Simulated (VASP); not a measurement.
# GeW (Fm-3m) in VASP: a series of runs, part 2 of 2

VASP 6.6.1. The steps go on from the part before.

### 3 Single point, PBE

This run uses another cell than the first one, of 16.44 Å³/atom, 1.021 times its volume.

INCAR

```
  PREC = Accurate
  ENCUT = 520
  EDIFF = 1E-6
  ISMEAR = -1
  SIGMA = 0.05
  LREAL = False
  LASPH = True
  NELM = 100
  ALGO = Normal
  ISIF = 2
  LWAVE = False
  LCHARG = True
  GGA = PE
  LELF = True
  LVHAR = True
  NBANDS = 21
```

KPOINTS

```
regular mesh
0
Gamma
  9 9 9
```

POSCAR

```
GeW
1.0
    0.0000000000      2.5427731620      2.5427731620
    2.5427731620      0.0000000000      2.5427731620
    2.5427731620      2.5427731620      0.0000000000
Ge W
1 1
Direct
    0.5000000000      0.5000000000      0.5000000000
    0.0000000000      0.0000000000      0.0000000000
```

Potentials or basis: VASP PAW PBE potentials, release 64 (Ge_d, W_sv).

On the command line:

```bash
$ cat potpaw_PBE.64/Ge_d/POTCAR potpaw_PBE.64/W_sv/POTCAR > POTCAR
$ mpirun -np 1 vasp_std > vasp.out
```

OUTCAR:

```text
PREC = Accurate
   ENCUT = 520
   EDIFF = 1E-6
   ISMEAR = -1
   LREAL = False
   LASPH = True
   NELM = 100
   ISIF = 2
   GGA = PE

 ion  position               nearest neighbor table
   1  0.500  0.500  0.500-   2 2.54   2 2.54   2 2.54   2 2.54   2 2.54   2 2.54
   2  0.000  0.000  0.000-   1 2.54   1 2.54   1 2.54   1 2.54   1 2.54   1 2.54

  LATTYP: Found a face centered cubic cell.
 ALAT       =     5.0855463240

  Lattice vectors:

 A1 = (   0.0000000000,   2.5427731620,   2.5427731620)
 A2 = (   2.5427731620,   0.0000000000,   2.5427731620)
 A3 = (   2.5427731620,   2.5427731620,   0.0000000000)

Analysis of symmetry for initial positions (statically):
=====================================================================
 Subroutine PRICEL returns:
 Original cell was already a primitive cell.

 Routine SETGRP: Setting up the symmetry group for a
 face centered cubic supercell.

 Subroutine GETGRP returns: Found 48 space group operations
 (whereof 48 operations were pure point group operations)
 out of a pool of 48 trial point group operations.

The static configuration has the point symmetry O_h .

Analysis of symmetry for dynamics (positions and initial velocities):
=====================================================================
 Subroutine PRICEL returns:
 Original cell was already a primitive cell.

 Routine SETGRP: Setting up the symmetry group for a
 face centered cubic supercell.

 Subroutine GETGRP returns: Found 48 space group operations
 (whereof 48 operations were pure point group operations)
 out of a pool of 48 trial point group operations.

The dynamic configuration has the point symmetry O_h .

 Subroutine INISYM returns: Found 48 space group operations
 (whereof 48 operations are pure point group operations),
 and found     1 'primitive' translations

----------------------------------------------------------------------------------------

                                     Primitive cell

  volume of cell :      32.8816

  direct lattice vectors                    reciprocal lattice vectors
     0.000000000  2.542773162  2.542773162    -0.196635708  0.196635708  0.196635708
     2.542773162  0.000000000  2.542773162     0.196635708 -0.196635708  0.196635708
     2.542773162  2.542773162  0.000000000     0.196635708  0.196635708 -0.196635708

  length of vectors
     3.596024292  3.596024292  3.596024292     0.340583036  0.340583036  0.340583036

  position of ions in fractional coordinates (direct lattice)
     0.500000000  0.500000000  0.500000000
     0.000000000  0.000000000  0.000000000

  ion indices of the primitive-cell ions
   primitive index   ion index
                 1           1
                 2           2

----------------------------------------------------------------------------------------

 KPOINTS: regular mesh

Automatic generation of k-mesh.
 Grid dimensions read from file:
 generate k-points for:    9    9    9

 Generating k-lattice:

  Cartesian coordinates                     Fractional coordinates (reciprocal lattice)
    -0.021848412  0.021848412  0.021848412     0.111111111  0.000000000  0.000000000
     0.021848412 -0.021848412  0.021848412     0.000000000  0.111111111  0.000000000
     0.021848412  0.021848412 -0.021848412     0.000000000  0.000000000  0.111111111

  Length of vectors
     0.037842560  0.037842560  0.037842560

  Shift w.r.t. Gamma in fractional coordinates (k-lattice)
     0.000000000  0.000000000  0.000000000

 Subroutine IBZKPT returns following result:
 ===========================================

 Found     35 irreducible k-points:

 Following reciprocal coordinates:
            Coordinates               Weight
  0.000000  0.000000  0.000000      1.000000
  0.111111  0.000000  0.000000      8.000000
  0.222222  0.000000  0.000000      8.000000
  0.333333  0.000000  0.000000      8.000000
  0.444444  0.000000  0.000000      8.000000
  0.111111  0.111111  0.000000      6.000000
[... 16 lines left out ...]
 -0.333333  0.333333  0.000000     12.000000
  0.444444  0.444444  0.000000      6.000000
 [... further k-points ...]
   k-points           NKPTS =     35   k-points in BZ     NKDIM =     35   number of bands    NBANDS=     21
   number of dos      NEDOS =    301   number of ions     NIONS =      2
   total plane-waves  NPLWV =  21952
   dimension x,y,z NGX =    28 NGY =   28 NGZ =   28
   dimension x,y,z NGXF=    56 NGYF=   56 NGZF=   56
   ions per type =               1   1
   NGX,Y,Z   is equivalent  to a cutoff of  12.94, 12.94, 12.94 a.u.
   NGXF,Y,Z  is equivalent  to a cutoff of  25.89, 25.89, 25.89 a.u.
 SYSTEM =  unknown system
   PREC   = accura    normal or accurate (medium, high low for compatibility)
   ISTART =      0    job   : 0-new  1-cont  2-samecut
   ICHARG =      2    charge: 1-file 2-atom 10-const
   ISPIN  =      1    spin polarized calculation?
   LNONCOLLINEAR =      F non collinear calculations
   LSORBIT =      F    spin-orbit coupling
   LASPH  =      T    aspherical Exc in radial PAW
   ENCUT  =  520.0 eV  38.22 Ry    6.18 a.u.   6.69  6.69  6.69*2*pi/ulx,y,z
   NELM   =    100;   NELMIN=  2; NELMDL= -5     # of ELM steps
   EDIFF  = 0.1E-05   stopping-criterion for ELM
   LREAL  =      F    real-space projection
   EDIFFG = 0.1E-04   stopping-criterion for IOM
   NSW    =      0    number of steps for IOM
   IBRION =     -1    ionic relax: 0-MD 1-quasi-New 2-CG
   NFREE  =      0    steps in history (QN), initial steepest desc. (CG)
   ISIF   =      2    stress and relaxation
   ISYM   =      2    0-nonsym 1-usesym 2-fastsym
   POTIM  = 0.5000    time-step for ionic-motion
   TEBEG  =    0.0;   TEEND  =   0.0 temperature during run
   PSTRESS=    0.0 pullay stress
   NELECT =      28.0000    total number of electrons
   NUPDOWN=      -1.0000    fix difference up-down
   EMIN   =  10.00;   EMAX   =-10.00  energy-range for DOS
   EFERMI =   0.00;   METHOD = LEGACY
   ISMEAR =    -1;   SIGMA  =   0.05  broadening in eV -4-tet -1-fermi 0-gaus
   EFERMI_NEDOS =   21; number of points for ismear=-14 and -15
   IALGO  =     38    algorithm
   IMIX   =      4    mixing-type and parameters
     AMIX     =   0.40;   BMIX     =  1.00
     AMIX_MAG =   1.60;   BMIX_MAG =  1.00
  volume/ion in A,a.u.               =      16.44       110.95
  Fermi-wavevector in a.u.,A,eV,Ry     =   1.551708  2.932302 32.760060  2.407797
  Thomas-Fermi vector in A             =   2.656188
   LORBIT       =      0    0 simple, 1 ext, 2 COOP (PROOUT), +10 PAW based schemes
   GGA     = PE    functional components
   LHFCALC =     F    Hartree Fock is set to
   AEXX    =    0.0000 exact exchange contribution
   IVDW    =     0    specifies the selected vdW correction
   LEPSILON=     F    determine dielectric tensor
   LRPA    =     F    only Hartree local field effects (RPA)
 non-spin polarized calculation
  energy-cutoff  :      520.00
  volume of cell :       32.88
 maximum number of plane-waves:       903
   NGX = 13   NGY = 13   NGZ = 13

 number of electron      27.9999989 magnetization

 Free energy of the ion-electron system (eV)
  ---------------------------------------------------
  ext. energy  EPLUGINS =         0.00000000
  ---------------------------------------------------
  free energy    TOTEN  =       -15.67979655 eV

  energy without entropy =      -15.65648805  energy(sigma->0) =      -15.66814230

 E-fermi :   9.5863     XC(G=0): -12.6407

 val. band max:        9.5656031396   @ k =  -0.3333   0.3333   0.1111
 cond. band min:       9.5873494462   @ k =   0.3333   0.1111   0.0000
 fundamental gap:      0.0217463066
 Fermi energy:         9.5863451654

 k-point     1 :       0.0000    0.0000    0.0000
  band No.  band energies     occupation
      1     -64.8656      2.00000
      2     -29.0706      2.00000
      3     -29.0706      2.00000
      4     -29.0706      2.00000
      5     -14.9255      2.00000
      6     -14.9255      2.00000
[... 13 lines left out ...]
     20      17.7540      0.00000
     21      25.2228      0.00000

 k-point     2 :       0.1111    0.0000    0.0000
  band No.  band energies     occupation
      1     -64.8651      2.00000
      2     -29.0851      2.00000
      3     -29.0732      2.00000
      4     -29.0732      2.00000
      5     -14.9201      2.00000
      6     -14.9201      2.00000
[... 13 lines left out ...]
     20      18.7186      0.00000
     21      22.8440      0.00000
[... 487 lines left out ...]
      5     -14.9079      2.00000
      6     -14.8857      2.00000
[... 13 lines left out ...]
     20      20.7745      0.00000
     21      21.4502      0.00000

 k-point    24 :       0.4444    0.4444    0.0000
  band No.  band energies     occupation
      1     -64.8604      2.00000
      2     -29.1762      2.00000
      3     -29.1136      2.00000
      4     -29.1136      2.00000
      5     -14.9161      2.00000
      6     -14.9122      2.00000
[... 13 lines left out ...]
     20      21.8211      0.00000
     21      24.7781      0.00000

 [... further k-points ...]
[... 5 lines left out ...]
  --------------------------------------------------------------------------------------
  -------------------------------------------------------------------------------------
  Total        1.6871499      1.6871499      1.6871499      0.0000000      0.0000000      0.0000000
  in kB       82.2074911     82.2074911     82.2074911      0.0000000      0.0000000      0.0000000
  external PRESSURE =      82.2074911 kB  Pullay stress =       0.0000000 kB

 VOLUME and BASIS-vectors are now :
 -----------------------------------------------------------------------------
  energy-cutoff  :      520.00
  volume of cell :       32.88
      direct lattice vectors                 reciprocal lattice vectors
     0.000000000  2.542773162  2.542773162    -0.196635708  0.196635708  0.196635708
     2.542773162  0.000000000  2.542773162     0.196635708 -0.196635708  0.196635708
     2.542773162  2.542773162  0.000000000     0.196635708  0.196635708 -0.196635708

 POSITION                                       TOTAL-FORCE (eV/Angst)
 -----------------------------------------------------------------------------------
      2.54277      2.54277      2.54277        -0.000000     -0.000000     -0.000000
      0.00000      0.00000      0.00000         0.000000      0.000000      0.000000
 -----------------------------------------------------------------------------------
    total drift:                                0.000000      0.000000      0.000000

  FREE ENERGIE OF THE ION-ELECTRON SYSTEM (eV)
  ---------------------------------------------------
  free  energy   TOTEN  =       -15.6797965525 eV

  energy  without entropy=      -15.6564880457  energy(sigma->0) =      -15.66814230
```

Wall time 12 s (1 thread of Intel Xeon 6975P-C (Granite Rapids), shared host); peak memory 0.17 GiB.

Results:

```yaml
Free_energy: -15.6798 eV
Pressure: 8.2 GPa
Band_gap_on_the_k_mesh: zero (band 14 reaches 10.18 eV, above the bottom of band 15 at 8.35 eV)
```

Caveat: spin-orbit coupling is left out, which moves the levels of the heavy elements.

### 4 Single point, PBE

This run uses another cell than the first one, of 16.78 Å³/atom, 1.043 times its volume.

INCAR

```
PREC = Accurate
ENCUT = 520
EDIFF = 1E-6
ISMEAR = -1
SIGMA = 0.05
LREAL = False
LASPH = True
NELM = 60
ALGO = Normal
ISIF = 2
LWAVE = False
LCHARG = False
GGA = PE
NBANDS = 21
```

KPOINTS is that of step 3.

POSCAR

```
GeW
1.0
    0.0000000000      2.5603100828      2.5603100828
    2.5603100828      0.0000000000      2.5603100828
    2.5603100828      2.5603100828      0.0000000000
Ge W
1 1
Direct
    0.5000000000      0.5000000000      0.5000000000
    0.0000000000      0.0000000000      0.0000000000
```

Potentials or basis: VASP PAW PBE potentials, release 64 (Ge_d, W_sv).

On the command line:

```bash
$ cat potpaw_PBE.64/Ge_d/POTCAR potpaw_PBE.64/W_sv/POTCAR > POTCAR
$ mpirun -np 1 vasp_std > vasp.out
```

OUTCAR:

```text
PREC = Accurate
   ENCUT = 520
   EDIFF = 1E-6
   ISMEAR = -1
   LREAL = False
   LASPH = True
   NELM = 60
   ISIF = 2
   GGA = PE

 ion  position               nearest neighbor table
   1  0.500  0.500  0.500-   2 2.56   2 2.56   2 2.56   2 2.56   2 2.56   2 2.56
   2  0.000  0.000  0.000-   1 2.56   1 2.56   1 2.56   1 2.56   1 2.56   1 2.56

  LATTYP: Found a face centered cubic cell.
 ALAT       =     5.1206201656

  Lattice vectors:

 A1 = (   0.0000000000,   2.5603100828,   2.5603100828)
 A2 = (   2.5603100828,   0.0000000000,   2.5603100828)
 A3 = (   2.5603100828,   2.5603100828,   0.0000000000)

Analysis of symmetry for initial positions (statically):
=====================================================================
 Subroutine PRICEL returns:
 Original cell was already a primitive cell.

 Routine SETGRP: Setting up the symmetry group for a
 face centered cubic supercell.

 Subroutine GETGRP returns: Found 48 space group operations
 (whereof 48 operations were pure point group operations)
 out of a pool of 48 trial point group operations.

The static configuration has the point symmetry O_h .

[... 149 lines left out ...]
 number of electron      27.9999985 magnetization

 Free energy of the ion-electron system (eV)
  ---------------------------------------------------
  ext. energy  EPLUGINS =         0.00000000
  ---------------------------------------------------
  free energy    TOTEN  =       -15.70634580 eV

  energy without entropy =      -15.68273188  energy(sigma->0) =      -15.69453884

 E-fermi :   9.3172     XC(G=0): -12.5282

 val. band max:        9.2909695719   @ k =  -0.3333   0.3333   0.1111
 cond. band min:       9.3195085172   @ k =   0.3333   0.1111   0.0000
 fundamental gap:      0.0285389453
 Fermi energy:         9.3172386044

 k-point     1 :       0.0000    0.0000    0.0000
  band No.  band energies     occupation
      1     -65.1581      2.00000
      2     -29.3539      2.00000
      3     -29.3539      2.00000
      4     -29.3539      2.00000
      5     -15.1657      2.00000
      6     -15.1657      2.00000
[... 565 lines left out ...]
     20      21.3471      0.00000
     21      24.3252      0.00000

 [... further k-points ...]
[... 5 lines left out ...]
  --------------------------------------------------------------------------------------
  -------------------------------------------------------------------------------------
  Total        0.8625500      0.8625500      0.8625500      0.0000000     -0.0000000     -0.0000000
  in kB       41.1705966     41.1705966     41.1705966      0.0000000     -0.0000000     -0.0000000
  external PRESSURE =      41.1705966 kB  Pullay stress =       0.0000000 kB

 VOLUME and BASIS-vectors are now :
 -----------------------------------------------------------------------------
  energy-cutoff  :      520.00
  volume of cell :       33.57
      direct lattice vectors                 reciprocal lattice vectors
     0.000000000  2.560310083  2.560310083    -0.195288845  0.195288845  0.195288845
     2.560310083  0.000000000  2.560310083     0.195288845 -0.195288845  0.195288845
     2.560310083  2.560310083  0.000000000     0.195288845  0.195288845 -0.195288845

 POSITION                                       TOTAL-FORCE (eV/Angst)
 -----------------------------------------------------------------------------------
      2.56031      2.56031      2.56031        -0.000000      0.000000     -0.000000
      0.00000      0.00000      0.00000         0.000000     -0.000000      0.000000
 -----------------------------------------------------------------------------------
    total drift:                                0.000000      0.000000      0.000000

  FREE ENERGIE OF THE ION-ELECTRON SYSTEM (eV)
  ---------------------------------------------------
  free  energy   TOTEN  =       -15.7063457966 eV

  energy  without entropy=      -15.6827318834  energy(sigma->0) =      -15.69453884
```

OSZICAR:

```text
N       E                     dE             d eps       ncg     rms          rms(c)
DAV:   1     0.213343964188E+03    0.21334E+03   -0.14035E+04  1677   0.302E+03
DAV:   2     0.225858739632E+01   -0.21109E+03   -0.20412E+03  1530   0.600E+02
DAV:   3    -0.163363224487E+02   -0.18595E+02   -0.18258E+02  1665   0.119E+02
DAV:   4    -0.167179360112E+02   -0.38161E+00   -0.38099E+00  1615   0.177E+01
DAV:   5    -0.167229343188E+02   -0.49983E-02   -0.49981E-02  1681   0.240E+00    0.177E+01
DAV:   6    -0.157443173916E+02    0.97862E+00   -0.24300E+00  1789   0.125E+01    0.465E+00
DAV:   7    -0.157156670207E+02    0.28650E-01   -0.80989E-02  1859   0.372E+00    0.232E+00
DAV:   8    -0.157070183527E+02    0.86487E-02   -0.19214E-02  1851   0.212E+00    0.208E-01
DAV:   9    -0.157063498726E+02    0.66848E-03   -0.31524E-03  1693   0.994E-01    0.900E-02
DAV:  10    -0.157063528434E+02   -0.29708E-05   -0.15673E-04  1717   0.131E-01    0.455E-02
DAV:  11    -0.157063459228E+02    0.69207E-05   -0.17283E-05  1879   0.443E-02    0.143E-02
DAV:  12    -0.157063457966E+02    0.12618E-06   -0.11797E-06  1013   0.140E-02
   1 F= -.15706346E+02 E0= -.15694539E+02  d E =-.236139E-01
```

Run time: 12 s. Hardware: 1 thread of Intel Xeon 6975P-C (Granite Rapids), shared host; peak memory 0.17 GiB.

Results:

```
Free energy            : -15.7063 eV
Pressure               : 4.1 GPa
Band gap on the k mesh : zero (band 14 reaches 9.89 eV, above the bottom of band 15 at 8.12 eV)
```

Levels at points of the mesh, in eV from the Fermi level:
| k point | band 12 | band 13 | band 14 | band 15 | band 16 | band 17 |
| --- | --- | --- | --- | --- | --- | --- |
| (0.00, 0.00, 0.00) | -1.66 | -1.66 | -0.89 | -0.89 | 2.47 | 2.47 |

Caveat: spin-orbit coupling is left out, which moves the levels of the heavy elements.

### 5 The runs side by side

| cell | gap on the mesh (eV) | pressure (GPa) |
| --- | --- | --- |
| a = 3.571 Å, angles 60.0°, 2 atoms | none | 12.8 |
| a = 3.596 Å, angles 60.0°, 2 atoms | none | 8.2 |
| a = 3.621 Å, angles 60.0°, 2 atoms | none | 4.1 |

Alike in all rows: task single point; level PBE; potentials or basis VASP PAW PBE potentials, release 64 (Ge_d, W_sv); no spin polarisation; k mesh 9 × 9 × 9; cutoff (eV) 520; smearing fermi-dirac 0.05 eV.

Caveats: spin-orbit coupling is left out, which moves the levels of the heavy elements.

Total energies depend on the potentials used, so only differences within one code and one set of settings carry meaning.
